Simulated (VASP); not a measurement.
# TiAl (P4/mmm) in VASP: notebook

Runs on TiAl. Level: PBEsol. Tasks: single point.

All numbers are computed with VASP 6.6.1; they aren't measurements. Logs are shortened: lines on timing, memory, paths and dates and some standing lists are left out, and cuts for length are marked.

## (1) The cell of the first run

Symmetry: P4/mmm, No. 123, tetragonal system. The conventional cell has a = 3.052 Å, b = 3.052 Å, c = 3.433 Å, α = 90.00°, β = 90.00°, γ = 90.00°. Within 3.6 Å of Ti (site symmetry 4/mmm) lie 8 Al at 2.76 Å and 6 Ti at 3.05 to 3.43 Å. Within 3.6 Å of Al (site symmetry 4/mmm) lie 8 Ti at 2.76 Å and 6 Al at 3.05 to 3.43 Å.

## (2) Single point, PBEsol (strain -0.040 along x and y, +0.080 along z)

The input, INCAR:

```
  PREC = Accurate
  ENCUT = 520
  EDIFF = 1E-6
  ISMEAR = 0
  SIGMA = 0.15
  LREAL = F
  LASPH = T
  NELM = 60
  ALGO = Fast
  ISIF = 2
  LWAVE = F
  LCHARG = F
  GGA = PS
  NBANDS = 14
```

The input, KPOINTS:

```
Automatic mesh
0
Gamma
  16 16 16
```

The input, POSCAR:

```
TiAl
1.0
    3.0519014400      0.0000000000      0.0000000000
    0.0000000000      3.0519014400      0.0000000000
    0.0000000000      0.0000000000      3.4333891200
Ti Al
1 1
Direct
    0.0000000000      0.0000000000      0.0000000000
    0.5000000000      0.5000000000      0.5000000000
```

Potentials or basis: VASP PAW PBE potentials, release 64 (Ti_sv, Al).

The run is started by

```sh
cat potpaw_PBE.64/Ti_sv/POTCAR potpaw_PBE.64/Al/POTCAR > POTCAR
mpirun -np 1 vasp_std > vasp.out
```

OUTCAR:

```text
PREC = Accurate
   ENCUT = 520
   EDIFF = 1E-6
   ISMEAR = 0
   LREAL = F
   LASPH = T
   NELM = 60
   ISIF = 2
   GGA = PS

 ion  position               nearest neighbor table
   1  0.000  0.000  0.000-   2 2.76   2 2.76   2 2.76   2 2.76   2 2.76   2 2.76   2 2.76   2 2.76

   2  0.500  0.500  0.500-   1 2.76   1 2.76   1 2.76   1 2.76   1 2.76   1 2.76   1 2.76   1 2.76

  LATTYP: Found a simple tetragonal cell.
 ALAT       =     3.0519014400
 C/A-ratio  =     1.1250000000

  Lattice vectors:

 A1 = (   3.0519014400,   0.0000000000,   0.0000000000)
 A2 = (   0.0000000000,   3.0519014400,   0.0000000000)
 A3 = (   0.0000000000,   0.0000000000,   3.4333891200)

Analysis of symmetry for initial positions (statically):
=====================================================================
 Subroutine PRICEL returns:
 Original cell was already a primitive cell.

 Routine SETGRP: Setting up the symmetry group for a
 simple tetragonal supercell.

 Subroutine GETGRP returns: Found 16 space group operations
 (whereof 16 operations were pure point group operations)
 out of a pool of 16 trial point group operations.

The static configuration has the point symmetry D_4h.

Analysis of symmetry for dynamics (positions and initial velocities):
=====================================================================
 Subroutine PRICEL returns:
 Original cell was already a primitive cell.

 Routine SETGRP: Setting up the symmetry group for a
 simple tetragonal supercell.

 Subroutine GETGRP returns: Found 16 space group operations
 (whereof 16 operations were pure point group operations)
 out of a pool of 16 trial point group operations.

The dynamic configuration has the point symmetry D_4h.

 Subroutine INISYM returns: Found 16 space group operations
 (whereof 16 operations are pure point group operations),
 and found     1 'primitive' translations

----------------------------------------------------------------------------------------

                                     Primitive cell

  volume of cell :      31.9789

  direct lattice vectors                    reciprocal lattice vectors
     3.051901440  0.000000000  0.000000000     0.327664579  0.000000000  0.000000000
     0.000000000  3.051901440  0.000000000     0.000000000  0.327664579  0.000000000
     0.000000000  0.000000000  3.433389120     0.000000000  0.000000000  0.291257403

  length of vectors
     3.051901440  3.051901440  3.433389120     0.327664579  0.327664579  0.291257403

  position of ions in fractional coordinates (direct lattice)
     0.000000000  0.000000000  0.000000000
     0.500000000  0.500000000  0.500000000

  ion indices of the primitive-cell ions
   primitive index   ion index
                 1           1
                 2           2

----------------------------------------------------------------------------------------

 KPOINTS: Automatic mesh

Automatic generation of k-mesh.
 Grid dimensions read from file:
 generate k-points for:   16   16   16

 Generating k-lattice:

  Cartesian coordinates                     Fractional coordinates (reciprocal lattice)
     0.020479036  0.000000000  0.000000000     0.062500000  0.000000000  0.000000000
     0.000000000  0.020479036  0.000000000     0.000000000  0.062500000  0.000000000
     0.000000000  0.000000000  0.018203588     0.000000000  0.000000000  0.062500000

  Length of vectors
     0.020479036  0.020479036  0.018203588

  Shift w.r.t. Gamma in fractional coordinates (k-lattice)
     0.000000000  0.000000000  0.000000000

 Subroutine IBZKPT returns following result:
 ===========================================

 Found    405 irreducible k-points:

 Following reciprocal coordinates:
            Coordinates               Weight
  0.000000  0.000000  0.000000      1.000000
  0.062500  0.000000  0.000000      4.000000
  0.125000  0.000000  0.000000      4.000000
  0.187500  0.000000  0.000000      4.000000
  0.250000  0.000000  0.000000      4.000000
  0.312500  0.000000  0.000000      4.000000
[... 16 lines left out ...]
  0.437500  0.125000  0.000000      8.000000
  0.500000  0.125000  0.000000      4.000000
 [... further k-points ...]
   k-points           NKPTS =    405   k-points in BZ     NKDIM =    405   number of bands    NBANDS=     14
   number of dos      NEDOS =    301   number of ions     NIONS =      2
   total plane-waves  NPLWV =  16128
   dimension x,y,z NGX =    24 NGY =   24 NGZ =   28
   dimension x,y,z NGXF=    48 NGYF=   48 NGZF=   56
   ions per type =               1   1
   NGX,Y,Z   is equivalent  to a cutoff of  13.07, 13.07, 13.56 a.u.
   NGXF,Y,Z  is equivalent  to a cutoff of  26.15, 26.15, 27.12 a.u.
 SYSTEM =  unknown system
   PREC   = accura    normal or accurate (medium, high low for compatibility)
   ISTART =      0    job   : 0-new  1-cont  2-samecut
   ICHARG =      2    charge: 1-file 2-atom 10-const
   ISPIN  =      1    spin polarized calculation?
   LNONCOLLINEAR =      F non collinear calculations
   LSORBIT =      F    spin-orbit coupling
   LASPH  =      T    aspherical Exc in radial PAW
   ENCUT  =  520.0 eV  38.22 Ry    6.18 a.u.   5.67  5.67  6.38*2*pi/ulx,y,z
   NELM   =     60;   NELMIN=  2; NELMDL= -5     # of ELM steps
   EDIFF  = 0.1E-05   stopping-criterion for ELM
   LREAL  =      F    real-space projection
   EDIFFG = 0.1E-04   stopping-criterion for IOM
   NSW    =      0    number of steps for IOM
   IBRION =     -1    ionic relax: 0-MD 1-quasi-New 2-CG
   NFREE  =      0    steps in history (QN), initial steepest desc. (CG)
   ISIF   =      2    stress and relaxation
   ISYM   =      2    0-nonsym 1-usesym 2-fastsym
   POTIM  = 0.5000    time-step for ionic-motion
   TEBEG  =    0.0;   TEEND  =   0.0 temperature during run
   PSTRESS=    0.0 pullay stress
   NELECT =      15.0000    total number of electrons
   NUPDOWN=      -1.0000    fix difference up-down
   EMIN   =  10.00;   EMAX   =-10.00  energy-range for DOS
   EFERMI =   0.00;   METHOD = LEGACY
   ISMEAR =     0;   SIGMA  =   0.15  broadening in eV -4-tet -1-fermi 0-gaus
   EFERMI_NEDOS =   21; number of points for ismear=-14 and -15
   IALGO  =     68    algorithm
   IMIX   =      4    mixing-type and parameters
     AMIX     =   0.40;   BMIX     =  1.00
     AMIX_MAG =   1.60;   BMIX_MAG =  1.00
  volume/ion in A,a.u.               =      15.99       107.90
  Fermi-wavevector in a.u.,A,eV,Ry     =   1.271991  2.403714 22.013684  1.617960
  Thomas-Fermi vector in A             =   2.404893
   LORBIT       =      0    0 simple, 1 ext, 2 COOP (PROOUT), +10 PAW based schemes
   GGA     = PS    functional components
   LHFCALC =     F    Hartree Fock is set to
   AEXX    =    0.0000 exact exchange contribution
   IVDW    =     0    specifies the selected vdW correction
   LEPSILON=     F    determine dielectric tensor
   LRPA    =     F    only Hartree local field effects (RPA)
 non-spin polarized calculation
 RMM-DIIS sequential band-by-band and
 Gauss-broadening in eV      SIGMA  =   0.15
  energy-cutoff  :      520.00
  volume of cell :       31.98
 maximum number of plane-waves:       876
 NGX is ok and might be reduce to    24
   NGX = 11   NGY = 11   NGZ = 13

 number of electron      15.0000004 magnetization

 Free energy of the ion-electron system (eV)
  ---------------------------------------------------
  ext. energy  EPLUGINS =         0.00000000
  ---------------------------------------------------
  free energy    TOTEN  =       -13.04593723 eV

  energy without entropy =      -13.01704698  energy(sigma->0) =      -13.03149211

 E-fermi :   8.6227     XC(G=0): -11.2070

 val. band max:        8.6167812392   @ k =   0.3125   0.1875   0.0000
 cond. band min:       8.6237661395   @ k =   0.3750   0.3125   0.0625
 fundamental gap:      0.0069849003
 Fermi energy:         8.6227357152

 k-point     1 :       0.0000    0.0000    0.0000
  band No.  band energies     occupation
      1     -47.9255      2.00000
      2     -24.3191      2.00000
      3     -24.1648      2.00000
      4     -24.1648      2.00000
      5      -0.5668      2.00000
      6       7.0824      2.00000
      7       7.4158      2.00000
      8      10.4014      0.00000
      9      10.4014      0.00000
     10      10.9259      0.00000
     11      11.2005      0.00000
     12      14.2764      0.00000
     13      14.2764      0.00000
     14      17.5090      0.00000

 k-point     2 :       0.0625    0.0000    0.0000
  band No.  band energies     occupation
      1     -47.9245      2.00000
      2     -24.3181      2.00000
      3     -24.1744      2.00000
      4     -24.1639      2.00000
      5      -0.4992      2.00000
      6       7.1109      2.00000
      7       7.4138      2.00000
      8      10.0984      0.00000
      9      10.4113      0.00000
     10      10.8318      0.00000
     11      11.5432      0.00000
     12      13.8584      0.00000
     13      14.4103      0.00000
     14      17.2413      0.00000

 k-point     3 :       0.1250    0.0000    0.0000
  band No.  band energies     occupation
      1     -47.9219      2.00000
      2     -24.3154      2.00000
      3     -24.2019      2.00000
      4     -24.1616      2.00000
      5      -0.2980      2.00000
      6       7.1669      2.00000
      7       7.4042      2.00000
      8       9.6199      0.00000
      9      10.4399      0.00000
     10      10.5923      0.00000
     11      12.1432      0.00000
     12      13.0361      0.00000
     13      14.7721      0.00000
     14      16.9469      0.00000

 k-point     4 :       0.1875    0.0000    0.0000
  band No.  band energies     occupation
      1     -47.9179      2.00000
      2     -24.3112      2.00000
      3     -24.2427      2.00000
      4     -24.1580      2.00000
      5       0.0326      2.00000
      6       7.0696      2.00000
      7       7.4692      2.00000
      8       9.1643      0.00000
      9      10.2875      0.00000
     10      10.4832      0.00000
     11      12.2972      0.00000
     12      12.8093      0.00000
     13      15.2897      0.00000
     14      16.6824      0.00000

 k-point     5 :       0.2500    0.0000    0.0000
  band No.  band energies     occupation
      1     -47.9132      2.00000
      2     -24.3062      2.00000
      3     -24.2906      2.00000
      4     -24.1538      2.00000
      5       0.4855      2.00000
      6       6.6648      2.00000
      7       7.6439      2.00000
      8       8.7670      0.17393
      9       9.9810      0.00000
     10      10.5350      0.00000
     11      11.8705      0.00000
[... 276 lines left out ...]
 k-point    22 :       0.3750    0.1250    0.0000
  band No.  band energies     occupation
      1     -47.9009      2.00000
      2     -24.3733      2.00000
      3     -24.2934      2.00000
      4     -24.1813      2.00000
      5       1.9391      2.00000
      6       5.3351      2.00000
      7       8.0911      2.00000
      8       8.3034      1.99739
      9       9.2265      0.00000
     10      10.2515      0.00000
     11      11.9369      0.00000
     12      15.3451      0.00000
     13      15.4938      0.00000
     14      16.2405      0.00000

 k-point    23 :       0.4375    0.1250    0.0000
  band No.  band energies     occupation
      1     -47.8983      2.00000
      2     -24.3997      2.00000
      3     -24.2907      2.00000
      4     -24.1787      2.00000
      5       2.6592      2.00000
      6       4.4844      2.00000
      7       8.1642      1.99998
      8       8.2870      1.99845
      9       9.0464      0.00006
     10      10.2932      0.00000
     11      12.0776      0.00000
     12      15.3374      0.00000
     13      16.2756      0.00000
     14      16.7420      0.00000

 k-point    24 :       0.5000    0.1250    0.0000
  band No.  band energies     occupation
      1     -47.8973      2.00000
      2     -24.4090      2.00000
      3     -24.2897      2.00000
      4     -24.1778      2.00000
      5       3.2104      2.00000
      6       3.8845      2.00000
      7       8.1170      2.00000
      8       8.3790      1.97845
      9       8.9597      0.00149
     10      10.3082      0.00000
     11      12.1457      0.00000
     12      15.2835      0.00000
     13      16.9643      0.00000
     14      17.4857      0.00000

 [... further k-points ...]

------------------------ aborting loop because EDIFF is reached ----------------------------------------

  FORCE on cell =-STRESS in cart. coord.  units (eV):
  Direction    XX          YY          ZZ          XY          YZ          ZX
  --------------------------------------------------------------------------------------
  -------------------------------------------------------------------------------------
  Total       -0.8942478     -0.8942478      0.7358237      0.0000000      0.0000000      0.0000000
  in kB      -44.8027229    -44.8027229     36.8655168      0.0000000      0.0000000      0.0000000
  external PRESSURE =     -17.5799764 kB  Pullay stress =       0.0000000 kB

 VOLUME and BASIS-vectors are now :
 -----------------------------------------------------------------------------
  energy-cutoff  :      520.00
  volume of cell :       31.98
      direct lattice vectors                 reciprocal lattice vectors
     3.051901440  0.000000000  0.000000000     0.327664579  0.000000000  0.000000000
     0.000000000  3.051901440  0.000000000     0.000000000  0.327664579  0.000000000
     0.000000000  0.000000000  3.433389120     0.000000000  0.000000000  0.291257403

 POSITION                                       TOTAL-FORCE (eV/Angst)
 -----------------------------------------------------------------------------------
      0.00000      0.00000      0.00000         0.000000      0.000000      0.000000
      1.52595      1.52595      1.71669         0.000000      0.000000      0.000000
 -----------------------------------------------------------------------------------
    total drift:                                0.000000      0.000000      0.000000

  FREE ENERGIE OF THE ION-ELECTRON SYSTEM (eV)
  ---------------------------------------------------
  free  energy   TOTEN  =       -13.0459372303 eV

  energy  without entropy=      -13.0170469840  energy(sigma->0) =      -13.03149211
```

Run time: 6.1 min. Hardware: 1 thread of Intel Xeon 8259CL, shared host; peak memory 0.3 GiB.

Results:

| Item | Value |
| --- | --- |
| Free energy | -13.0459 eV |
| Pressure | -1.8 GPa |
| Band gap on the k mesh | zero (an odd number of electrons rules out a gap without spin polarisation) |

Levels at points of the mesh, in eV from the Fermi level:
```
           k point  band 3  band 4  band 5  band 6  band 7  band 8  band 9  band 10  band 11  band 12
(0.00, 0.00, 0.00)  -32.79  -32.79   -9.19   -1.54   -1.21    1.78    1.78     2.30     2.58     5.65
(0.50, 0.00, 0.00)  -32.92  -32.77   -5.54   -5.01   -0.61   -0.39    0.71     2.05     3.56     6.36
(0.50, 0.50, 0.00)  -33.00  -32.89   -4.40   -1.58   -1.58   -1.20    0.24     0.24     3.23     5.02
(0.00, 0.00, 0.50)  -32.78  -32.78   -6.61   -5.25   -0.62    0.66    0.66     2.22     2.40     6.82
(0.50, 0.00, 0.50)  -32.99  -32.76   -5.11   -2.47   -1.82   -1.44    1.02     1.22     2.48     4.74
(0.50, 0.50, 0.50)  -32.99  -32.96   -2.96   -2.96   -2.96    0.89    2.60     2.73     3.24     3.24
```

Caveat: the cell differs from its parent crystal (strain -0.040 along x and y, +0.080 along z); the PAW data sets were made with another functional, which shifts forces and pressure a little.

## (3) Single point, PBEsol (strain +0.000 along x and y, +0.080 along z)

The input, INCAR:

```
PREC = Accurate
ENCUT = 520
EDIFF = 1E-6
ISMEAR = 0
SIGMA = 0.15
LREAL = False
LASPH = True
NELM = 80
ALGO = Fast
ISIF = 2
LWAVE = False
LCHARG = False
GGA = PS
NBANDS = 14
```

KPOINTS is that of step 2.

The input, POSCAR:

```
TiAl
1.0
    3.1790640000      0.0000000000      0.0000000000
    0.0000000000      3.1790640000      0.0000000000
    0.0000000000      0.0000000000      3.4333891200
Ti Al
1 1
Direct
    0.0000000000      0.0000000000      0.0000000000
    0.5000000000      0.5000000000      0.5000000000
```

Potentials or basis: VASP PAW PBE potentials, release 64 (Ti_sv, Al).

The run is started by

```sh
cat potpaw_PBE.64/Ti_sv/POTCAR potpaw_PBE.64/Al/POTCAR > POTCAR
mpirun -np 1 vasp_std > vasp.out
```

OUTCAR:

```text
PREC = Accurate
   ENCUT = 520
   EDIFF = 1E-6
   ISMEAR = 0
   LREAL = False
   LASPH = True
   NELM = 80
   ISIF = 2
   GGA = PS

 ion  position               nearest neighbor table
   1  0.000  0.000  0.000-   2 2.83   2 2.83   2 2.83   2 2.83   2 2.83   2 2.83   2 2.83   2 2.83

   2  0.500  0.500  0.500-   1 2.83   1 2.83   1 2.83   1 2.83   1 2.83   1 2.83   1 2.83   1 2.83

  LATTYP: Found a simple tetragonal cell.
 ALAT       =     3.1790640000
 C/A-ratio  =     1.0800000000

[... 599 lines left out ...]
------------------------ aborting loop because EDIFF is reached ----------------------------------------

  FORCE on cell =-STRESS in cart. coord.  units (eV):
  Direction    XX          YY          ZZ          XY          YZ          ZX
  --------------------------------------------------------------------------------------
  -------------------------------------------------------------------------------------
  Total       -2.4413008     -2.4413008     -1.2603600      0.0000000     -0.0000000      0.0000000
  in kB     -112.7224225   -112.7224225    -58.1947271      0.0000000     -0.0000000      0.0000000
  external PRESSURE =     -94.5465240 kB  Pullay stress =       0.0000000 kB

 VOLUME and BASIS-vectors are now :
 -----------------------------------------------------------------------------
  energy-cutoff  :      520.00
  volume of cell :       34.70
      direct lattice vectors                 reciprocal lattice vectors
     3.179064000  0.000000000  0.000000000     0.314557996  0.000000000  0.000000000
     0.000000000  3.179064000  0.000000000     0.000000000  0.314557996  0.000000000
     0.000000000  0.000000000  3.433389120     0.000000000  0.000000000  0.291257403

 POSITION                                       TOTAL-FORCE (eV/Angst)
 -----------------------------------------------------------------------------------
      0.00000      0.00000      0.00000         0.000000      0.000000      0.000000
      1.58953      1.58953      1.71669         0.000000      0.000000      0.000000
 -----------------------------------------------------------------------------------
    total drift:                                0.000000      0.000000      0.000000

  FREE ENERGIE OF THE ION-ELECTRON SYSTEM (eV)
  ---------------------------------------------------
  free  energy   TOTEN  =       -12.9081944326 eV

  energy  without entropy=      -12.8755227318  energy(sigma->0) =      -12.89185858
```

stdout:

```text
POSCAR found type information on POSCAR TiAl
 POSCAR found :  2 types and       2 ions
 scaLAPACK will be used
 -----------------------------------------------------------------------------
|                                                                             |
|                                                                             |
|     You enforced a specific xc type in the INCAR file but a different       |
|     I HOPE YOU KNOW WHAT YOU ARE DOING!                                     |
|                                                                             |
 -----------------------------------------------------------------------------

 LDA part: xc-table for (Slater+PW92), standard interpolation
 POSCAR, INCAR and KPOINTS ok, starting setup
 FFT: planning ... GRIDC
 FFT: planning ... GRID_SOFT
 FFT: planning ... GRID
 WAVECAR not read
 entering main loop
WARNING in EDDRMM: call to ZHEGV failed, returncode =   6  3     10
WARNING in EDDRMM: call to ZHEGV failed, returncode =   8  4      5
WARNING in EDDRMM: call to ZHEGV failed, returncode =   6  3      3
WARNING in EDDRMM: call to ZHEGV failed, returncode =   8  4      5
```

It took 5.9 min on 1 thread of Intel Xeon 8259CL, shared host; peak memory 0.31 GiB.

What came out:

| Item | Value |
| --- | --- |
| Free energy | -12.9082 eV |
| Pressure | -9.5 GPa |
| Band gap on the k mesh | zero (an odd number of electrons rules out a gap without spin polarisation) |

Caveat: the cell differs from its parent crystal (strain +0.000 along x and y, +0.080 along z); the cell stands under tension; the PAW data sets were made with another functional, which shifts forces and pressure a little.
